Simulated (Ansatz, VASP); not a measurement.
# Os in VASP and in Ansatz

```
Os
1.0
     2.69715    0.00000    0.00000
    -1.34857    2.33580    0.00000
     0.00000    0.00000    4.26132
Os
2
Direct
  0.66667 0.33333 0.75000
  0.33333 0.66667 0.25000
```

Alike in both runs: task single point; functional LDA; k mesh 11 × 11 × 6; occupations fermi-dirac, width 0.05 eV; non-collinear spin, spin-orbit coupling.

```csv
,VASP,Ansatz
version,VASP 6.6.1,Ansatz 0.2.0
potentials or method,"VASP PAW LDA potentials, release 64 (Os)",Ansatz PAW
plane-wave cutoff (eV),520,420
valence electrons in the cell,16,32
```

Ansatz gave:

| Quantity | Value |
| --- | --- |
| pressure (GPa) | 9.9 |
| traceless stress, the component that is largest in VASP (GPa) | 0.25 |
| net moment per atom (μB) | 0.00 |

Task: Estimate VASP's values.

Result: Pressure (GPa): 11.0; traceless stress, the component that is largest in VASP (GPa): 0.12; net moment per atom (μB): 0.00.

LDA's correlation is that of Perdew and Zunger in VASP and of Perdew and Wang (1992) in Ansatz. VASP's potentials hold 16 valence electrons a cell and Ansatz's 32, so a difference there can come from the potentials and not from the codes.
